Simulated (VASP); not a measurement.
# Mg2Sn (Fm-3m) in VASP: single point with PBEsol

Aim: the single point of Mg2Sn with PBEsol.

Program: VASP 6.6.1. These are calculated values, not measurements. Logs are shortened: lines on timing, memory, paths and dates and some standing lists are left out, and cuts for length are marked.

### 1 The cell of the first run

Symmetry: Fm-3m, No. 225, cubic system. Conventional cell: a = 6.746 Å, b = 6.746 Å, c = 6.746 Å, α = 90.00°, β = 90.00°, γ = 90.00°. Mg (site symmetry -43m) has 4 Sn at 2.92 Å and 6 Mg at 3.37 Å within 3.8 Å. Sn (site symmetry m-3m) has 8 Mg at 2.92 Å within 3.8 Å.

### 2 Single point, PBEsol (25.58 Å³/atom)

INCAR

```
SYSTEM = Mg2Sn
PREC = Accurate ; ENCUT = 600
EDIFF = 1E-6 ; ISMEAR = 0
SIGMA = 0.05 ; LREAL = .FALSE.
LASPH = .TRUE. ; NELM = 120
ALGO = Normal ; ISIF = 2
LWAVE = .FALSE. ; LCHARG = .FALSE.
GGA = PS ; NBANDS = 16
GGA_COMPAT = .FALSE.
```

KPOINTS

```
Automatic mesh
0
G
  10 10 10
  0 0 0
```

POSCAR

```
Mg2Sn
1.0
    0.0000000000      3.3728728996      3.3728728996
    3.3728728996      0.0000000000      3.3728728996
    3.3728728996      3.3728728996      0.0000000000
Mg Sn
2 1
Direct
    0.2500000000      0.2500000000      0.2500000000
    0.7500000000      0.7500000000      0.7500000000
    0.0000000000      0.0000000000      0.0000000000
```

Potentials or basis: VASP PAW PBE potentials, release 64 (Mg, Sn_d).

Command:

```sh
$ cat potpaw_PBE.64/Mg/POTCAR potpaw_PBE.64/Sn_d/POTCAR > POTCAR
$ mpirun -np 1 vasp_std > vasp.out
```

OUTCAR:

```text
SYSTEM = Mg2Sn
   PREC = Accurate
   ENCUT = 600
   EDIFF = 1E-6
   ISMEAR = 0
   LREAL = .FALSE.
   LASPH = .TRUE.
   NELM = 120
   ISIF = 2
   GGA = PS

 ion  position               nearest neighbor table
   1  0.250  0.250  0.250-   3 2.92   3 2.92   3 2.92   3 2.92   2 3.37   2 3.37   2 3.37   2 3.37
                             2 3.37   2 3.37
   2  0.750  0.750  0.750-   3 2.92   3 2.92   3 2.92   3 2.92   1 3.37   1 3.37   1 3.37   1 3.37
                             1 3.37   1 3.37
   3  0.000  0.000  0.000-   2 2.92   2 2.92   2 2.92   1 2.92   2 2.92   1 2.92   1 2.92   1 2.92

  LATTYP: Found a face centered cubic cell.
 ALAT       =     6.7457457992

  Lattice vectors:

 A1 = (   0.0000000000,   3.3728728996,   3.3728728996)
 A2 = (   3.3728728996,   0.0000000000,   3.3728728996)
 A3 = (   3.3728728996,   3.3728728996,   0.0000000000)

Analysis of symmetry for initial positions (statically):
=====================================================================
 Subroutine PRICEL returns:
 Original cell was already a primitive cell.

 Routine SETGRP: Setting up the symmetry group for a
 face centered cubic supercell.

 Subroutine GETGRP returns: Found 48 space group operations
 (whereof 48 operations were pure point group operations)
 out of a pool of 48 trial point group operations.

The static configuration has the point symmetry O_h .

Analysis of symmetry for dynamics (positions and initial velocities):
=====================================================================
 Subroutine PRICEL returns:
 Original cell was already a primitive cell.

 Routine SETGRP: Setting up the symmetry group for a
 face centered cubic supercell.

 Subroutine GETGRP returns: Found 48 space group operations
 (whereof 48 operations were pure point group operations)
 out of a pool of 48 trial point group operations.

The dynamic configuration has the point symmetry O_h .

 Subroutine INISYM returns: Found 48 space group operations
 (whereof 48 operations are pure point group operations),
 and found     1 'primitive' translations

----------------------------------------------------------------------------------------

                                     Primitive cell

  volume of cell :      76.7414

  direct lattice vectors                    reciprocal lattice vectors
     0.000000000  3.372872900  3.372872900    -0.148241578  0.148241578  0.148241578
     3.372872900  0.000000000  3.372872900     0.148241578 -0.148241578  0.148241578
     3.372872900  3.372872900  0.000000000     0.148241578  0.148241578 -0.148241578

  length of vectors
     4.769962599  4.769962599  4.769962599     0.256761944  0.256761944  0.256761944

  position of ions in fractional coordinates (direct lattice)
     0.250000000  0.250000000  0.250000000
     0.750000000  0.750000000  0.750000000
     0.000000000  0.000000000  0.000000000

  ion indices of the primitive-cell ions
   primitive index   ion index
                 1           1
                 2           2
                 3           3

----------------------------------------------------------------------------------------

 KPOINTS: Automatic mesh

Automatic generation of k-mesh.
 Grid dimensions read from file:
 generate k-points for:   10   10   10

 Generating k-lattice:

  Cartesian coordinates                     Fractional coordinates (reciprocal lattice)
    -0.014824158  0.014824158  0.014824158     0.100000000  0.000000000  0.000000000
     0.014824158 -0.014824158  0.014824158     0.000000000  0.100000000  0.000000000
     0.014824158  0.014824158 -0.014824158     0.000000000  0.000000000  0.100000000

  Length of vectors
     0.025676194  0.025676194  0.025676194

  Shift w.r.t. Gamma in fractional coordinates (k-lattice)
     0.000000000  0.000000000  0.000000000

 Subroutine IBZKPT returns following result:
 ===========================================

 Found     47 irreducible k-points:

 Following reciprocal coordinates:
            Coordinates               Weight
  0.000000  0.000000  0.000000      1.000000
  0.100000  0.000000  0.000000      8.000000
  0.200000  0.000000  0.000000      8.000000
  0.300000  0.000000  0.000000      8.000000
  0.400000  0.000000  0.000000      8.000000
  0.500000  0.000000  0.000000      4.000000
[... 16 lines left out ...]
  0.300000  0.300000  0.000000      6.000000
  0.400000  0.300000  0.000000     24.000000
 [... further k-points ...]
   k-points           NKPTS =     47   k-points in BZ     NKDIM =     47   number of bands    NBANDS=     16
   number of dos      NEDOS =    301   number of ions     NIONS =      3
   total plane-waves  NPLWV =  64000
   dimension x,y,z NGX =    40 NGY =   40 NGZ =   40
   dimension x,y,z NGXF=    80 NGYF=   80 NGZF=   80
   ions per type =               2   1
   NGX,Y,Z   is equivalent  to a cutoff of  13.94, 13.94, 13.94 a.u.
   NGXF,Y,Z  is equivalent  to a cutoff of  27.88, 27.88, 27.88 a.u.
 SYSTEM =  Mg2Sn
   PREC   = accura    normal or accurate (medium, high low for compatibility)
   ISTART =      0    job   : 0-new  1-cont  2-samecut
   ICHARG =      2    charge: 1-file 2-atom 10-const
   ISPIN  =      1    spin polarized calculation?
   LNONCOLLINEAR =      F non collinear calculations
   LSORBIT =      F    spin-orbit coupling
   LASPH  =      T    aspherical Exc in radial PAW
   ENCUT  =  600.0 eV  44.10 Ry    6.64 a.u.   9.53  9.53  9.53*2*pi/ulx,y,z
   NELM   =    120;   NELMIN=  2; NELMDL= -5     # of ELM steps
   EDIFF  = 0.1E-05   stopping-criterion for ELM
   LREAL  =      F    real-space projection
[... 7 lines left out ...]
   TEBEG  =    0.0;   TEEND  =   0.0 temperature during run
   PSTRESS=    0.0 pullay stress
   NELECT =      18.0000    total number of electrons
   NUPDOWN=      -1.0000    fix difference up-down
   EMIN   =  10.00;   EMAX   =-10.00  energy-range for DOS
   EFERMI =   0.00;   METHOD = LEGACY
   ISMEAR =     0;   SIGMA  =   0.05  broadening in eV -4-tet -1-fermi 0-gaus
   EFERMI_NEDOS =   21; number of points for ismear=-14 and -15
   IALGO  =     38    algorithm
   IMIX   =      4    mixing-type and parameters
     AMIX     =   0.40;   BMIX     =  1.00
     AMIX_MAG =   1.60;   BMIX_MAG =  1.00
  volume/ion in A,a.u.               =      25.58       172.63
  Fermi-wavevector in a.u.,A,eV,Ry     =   1.009615  1.907895 13.868717  1.019322
  Thomas-Fermi vector in A             =   2.142554
   LORBIT       =      0    0 simple, 1 ext, 2 COOP (PROOUT), +10 PAW based schemes
   GGA     = PS    functional components
   LHFCALC =     F    Hartree Fock is set to
   AEXX    =    0.0000 exact exchange contribution
   IVDW    =     0    specifies the selected vdW correction
   LEPSILON=     F    determine dielectric tensor
   LRPA    =     F    only Hartree local field effects (RPA)
 non-spin polarized calculation
 Gauss-broadening in eV      SIGMA  =   0.05
  energy-cutoff  :      600.00
  volume of cell :       76.74
 maximum number of plane-waves:      2637
 NGX is ok and might be reduce to    40
   NGX = 19   NGY = 19   NGZ = 19

 number of electron      18.0000001 magnetization

 Free energy of the ion-electron system (eV)
  ---------------------------------------------------
  ext. energy  EPLUGINS =         0.00000000
  ---------------------------------------------------
  free energy    TOTEN  =        -8.33350043 eV

  energy without entropy =       -8.33320806  energy(sigma->0) =       -8.33335424

 E-fermi :   4.1943     XC(G=0):  -8.8852

 val. band max:        4.1467339112   @ k =  -0.1000   0.1000   0.0000
 cond. band min:       4.2304257437   @ k =   0.0000   0.0000   0.0000
 fundamental gap:      0.0836918325
 Fermi energy:         4.1942929757

 k-point     1 :       0.0000    0.0000    0.0000
  band No.  band energies     occupation
      1     -16.6526      2.00000
      2     -16.6526      2.00000
      3     -16.6526      2.00000
      4     -16.6126      2.00000
      5     -16.6126      2.00000
      6      -4.9202      2.00000
[... 8 lines left out ...]
     15       9.7099      0.00000
     16       9.7099      0.00000

 k-point     2 :       0.1000    0.0000    0.0000
  band No.  band energies     occupation
      1     -16.6525      2.00000
      2     -16.6523      2.00000
      3     -16.6523      2.00000
      4     -16.6125      2.00000
      5     -16.6125      2.00000
      6      -4.8385      2.00000
[... 8 lines left out ...]
     15       8.9691      0.00000
     16       8.9691      0.00000

 k-point     3 :       0.2000    0.0000    0.0000
  band No.  band energies     occupation
      1     -16.6524      2.00000
      2     -16.6514      2.00000
      3     -16.6514      2.00000
      4     -16.6124      2.00000
      5     -16.6124      2.00000
      6      -4.6012      2.00000
[... 8 lines left out ...]
     15       8.6085      0.00000
     16       9.0564      0.00000

 k-point     4 :       0.3000    0.0000    0.0000
  band No.  band energies     occupation
      1     -16.6521      2.00000
      2     -16.6503      2.00000
      3     -16.6503      2.00000
      4     -16.6122      2.00000
      5     -16.6122      2.00000
      6      -4.2400      2.00000
[... 8 lines left out ...]
     15       9.1412      0.00000
     16       9.4112      0.00000
[... 324 lines left out ...]
 k-point    22 :      -0.2000    0.2000    0.0000
  band No.  band energies     occupation
      1     -16.6518      2.00000
      2     -16.6501      2.00000
      3     -16.6500      2.00000
      4     -16.6125      2.00000
      5     -16.6118      2.00000
      6      -4.1161      2.00000
[... 8 lines left out ...]
     15      10.7029      0.00000
     16      11.3557      0.00000

 k-point    23 :       0.3000    0.3000    0.0000
  band No.  band energies     occupation
      1     -16.6549      2.00000
      2     -16.6480      2.00000
      3     -16.6480      2.00000
      4     -16.6140      2.00000
      5     -16.6104      2.00000
      6      -4.0004      2.00000
[... 8 lines left out ...]
     15      10.6684      0.00000
     16      12.0387      0.00000

 k-point    24 :       0.4000    0.3000    0.0000
  band No.  band energies     occupation
      1     -16.6549      2.00000
      2     -16.6473      2.00000
      3     -16.6471      2.00000
      4     -16.6142      2.00000
      5     -16.6101      2.00000
      6      -3.6854      2.00000
[... 8 lines left out ...]
     15      11.4988      0.00000
     16      12.0744      0.00000

 [... further k-points ...]

------------------------ aborting loop because EDIFF is reached ----------------------------------------

  FORCE on cell =-STRESS in cart. coord.  units (eV):
  Direction    XX          YY          ZZ          XY          YZ          ZX
  --------------------------------------------------------------------------------------
  -------------------------------------------------------------------------------------
  Total       -0.0431859     -0.0431859     -0.0431859     -0.0000000     -0.0000000      0.0000000
  in kB       -0.9016182     -0.9016182     -0.9016182     -0.0000000     -0.0000000      0.0000000
  external PRESSURE =      -0.9016182 kB  Pullay stress =       0.0000000 kB

 VOLUME and BASIS-vectors are now :
 -----------------------------------------------------------------------------
  energy-cutoff  :      600.00
  volume of cell :       76.74
      direct lattice vectors                 reciprocal lattice vectors
     0.000000000  3.372872900  3.372872900    -0.148241578  0.148241578  0.148241578
     3.372872900  0.000000000  3.372872900     0.148241578 -0.148241578  0.148241578
     3.372872900  3.372872900  0.000000000     0.148241578  0.148241578 -0.148241578

 POSITION                                       TOTAL-FORCE (eV/Angst)
 -----------------------------------------------------------------------------------
      1.68644      1.68644      1.68644        -0.000000     -0.000000     -0.000000
      5.05931      5.05931      5.05931         0.000000      0.000000      0.000000
      0.00000      0.00000      0.00000         0.000000     -0.000000      0.000000
 -----------------------------------------------------------------------------------
    total drift:                               -0.000000      0.000000     -0.000000

  FREE ENERGIE OF THE ION-ELECTRON SYSTEM (eV)
  ---------------------------------------------------
  free  energy   TOTEN  =        -8.3335004253 eV

  energy  without entropy=       -8.3332080631  energy(sigma->0) =       -8.33335424
```

Run time: 1.8 min. Hardware: 1 thread of Oxide Virtual Turin-like, shared host; peak memory 0.24 GiB.

What came out:

```yaml
Free_energy: -8.3335 eV
Pressure: -0.1 GPa
Band_gap_on_the_k_mesh: zero (bands 9 and 10 overlap by 0.12 eV)
```

Caveat: the PAW data sets were made with another functional, which shifts forces and pressure a little; spin-orbit coupling is left out, which moves the levels of the heavy elements.

The gap in the log of VASP goes by the Fermi energy; the results here count the filled bands.